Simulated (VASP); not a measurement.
Crystal: PtS2.

```xyz
3
Lattice="3.5526 0.0000 0.0000 -1.7763 3.0767 0.0000 0.0000 0.0000 5.1228" Properties=species:S:1:pos:R:3 pbc="T T T"
Pt    0.0000    0.0000    0.0000
S     0.0000    2.0511    1.2257
S     1.7763    1.0256    3.8972
```

Base run:

```yaml
Program: VASP 6.6.1
Functional: r2SCAN
Potentials_or_basis: VASP PAW PBE potentials, release 64 (Pt, S)
Cutoff: 520 eV
k_mesh: 6 × 6 × 4
Occupations: methfessel-paxton, width 0.5 eV
Spin: no spin polarisation
```

Its results: band gap on the k mesh 0.98 eV, indirect (least direct gap 1.59 eV); pressure 1.2 GPa; largest force 0.047 eV/Å.

Task: The run is repeated on the same cell with these changes: potentials or basis from VASP PAW PBE potentials, release 64 (Pt, S) to VASP PAW PBE potentials, release 64 (Pt_sv_GW, S); cutoff from 520 eV to 550 eV; further incar settings from ALGO = Normal; EDIFF = 1e-06; NBANDS = 18 to ALGO = Normal; EDIFF = 1e-06; NBANDS = 22; valence electrons from 22 to 30. What comes out?

Result: Band gap on the k mesh 1.00 eV, indirect (least direct gap 1.61 eV); pressure 0.4 GPa; largest force 0.076 eV/Å.

Caveats: the PAW data sets were made with another functional, which shifts forces and pressure a little; spin-orbit coupling is left out, which moves the levels of the heavy elements.

A k mesh can miss the band edges.
